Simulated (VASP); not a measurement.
Wanted: the native input for a VASP 6.6.1 run.

- Task: relaxation of cell and atoms
- Functional: LDA
- Potentials or basis: VASP PAW PBE potentials, release 64 (Eu)
- Cutoff: 600 eV
- k mesh: 16 × 16 × 16
- Occupations: fermi-dirac, width 0.1 eV
- Spin: collinear spin, ferromagnetic start
- Starting moments: [7.0] μB
- Target pressure: 22 GPa
- Dipole correction: no
- Further INCAR settings: ALGO = Normal; EDIFF = 1e-06; IBRION = 2; EDIFFG = -0.005; NSW = 60; ISIF = 3

The structure of Eu lies in POSCAR:

```
Eu
1.0
   -1.7279402351      1.7279402351      1.7279402351
    1.7279402351     -1.7279402351      1.7279402351
    1.7279402351      1.7279402351     -1.7279402351
Eu
1
Direct
    0.0000000000      0.0000000000      0.0000000000
```

One way to write it, as run:

INCAR

```
SYSTEM = Eu
PREC = Accurate
ENCUT = 600
EDIFF = 1E-6
ISMEAR = -1
SIGMA = 0.1
LREAL = .FALSE.
LASPH = .TRUE.
NELM = 150
ALGO = Normal
ISIF = 3
LWAVE = .FALSE.
LCHARG = .FALSE.
ISPIN = 2
MAGMOM = 7
LORBIT = 11
LMAXMIX = 6
GGA = CA
IBRION = 2
NSW = 60
EDIFFG = -0.005
PSTRESS = 220.0
```

KPOINTS

```
regular mesh
0
G
  16 16 16
  0 0 0
```

Potentials or basis: VASP PAW PBE potentials, release 64 (Eu).

Command:

```bash
$ cat potpaw_PBE.64/Eu/POTCAR > POTCAR
$ mpirun -np 1 vasp_std > vasp.out
```

Results of the run:

```yaml
Relaxed_volume: 21.11 Å³/atom
Relaxed_cell: a = 3.016 Å, b = 3.016 Å, c = 3.016 Å, α = 109.47°, β = 109.47°, γ = 109.47°
Space_group_after_relaxing_to_0.1_Å: Im-3m (No. 229)
Energy_change_on_relaxing_the_run_minimises_the_enthalpy: -67.7 meV/atom
Ionic_steps: 3
Pressure_after_relaxing: 22.0 GPa
Net_moment: 7.08 μB per cell
Site_moments: Eu +6.65 μB
Valence_electrons_inside_the_program's_atomic_spheres: Eu 15.07
```

Caveat: the cell is relaxed towards a set pressure, so the run minimises the enthalpy, not the energy; the PAW data sets were made with another functional, which shifts forces and pressure a little; semilocal functionals describe open f shells poorly, which spoils levels, moments and volumes.

Run time: 4.8 min on 1 thread of AMD EPYC 9R14 (Zen 4) (shared host), peak memory 0.2 GiB.
